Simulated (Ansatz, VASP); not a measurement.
One calculation of Al, two programs

The input INCAR:

```
  PREC = Accurate
  ENCUT = 520
  EDIFF = 1E-7
  ISMEAR = 0
  SIGMA = 0.15
  LREAL = F
  LASPH = T
  NELM = 60
  ALGO = Fast
  ISIF = 2
  LWAVE = F
  LCHARG = F
  GGA = PE
  IVDW = 12
  NBANDS = 8
```

KPOINTS

```
regular mesh
0
Gamma
  26 26 26
```

Contents of POSCAR:

```
Al
1.0
    0.0348488495      1.9913628292      1.9913628292
    1.9913628292      0.0348488495      1.9913628292
    2.0262116787      2.0262116787      0.0000000000
Al
1
Direct
    0.0000000000      0.0000000000      0.0000000000
```

Input for Ansatz:

```yaml
crystal:
  lattice:
    - [0.0348488495, 1.9913628292, 1.9913628292]
    - [1.9913628292, 0.0348488495, 1.9913628292]
    - [2.0262116787, 2.0262116787, 0.0]
  atoms:
    - { symbol: Al, position: [0.0, 0.0, 0.0] }
basis:
  ecutwfc: 420
kpoints:
  mp_grid: { grid: [26, 26, 26] }
hamiltonian:
  xc: pbe
  dispersion: d3bj
scf:
  occupations: { method: gaussian, width: 0.15 }
output:
  forces: true
  stress: true
  eigenvalues: true
```

Change from the starting cell: strain +0.0350 x Voigt [0, 0, 0, 0, 0, 1], atoms carried along.

Alike in both runs: task single point; functional PBE; dispersion D3(BJ); k mesh 26 × 26 × 26; occupations gaussian, width 0.15 eV; no spin polarisation.

```csv
,VASP,Ansatz
version,VASP 6.6.1,Ansatz 0.2.0
potentials or method,"VASP PAW PBE potentials, release 64 (Al), cutoff 520 eV","scalar-relativistic, plane waves, PAW"
valence electrons in the cell,3,3
```

VASP gave:

| Item | Value |
| --- | --- |
| gap on the k mesh at the Fermi level (eV) | none |
| pressure (GPa) | 0.1 |
| traceless stress, the component that is largest in VASP (GPa) | -1.60 |

Problem. What did Ansatz give for the same quantities?

Solution. gap on the k mesh at the Fermi level (eV): none; pressure (GPa): 0.1; traceless stress, the component that is largest in VASP (GPa): -1.59.

A gap of «none» marks a metal or a gap that the smearing closes.
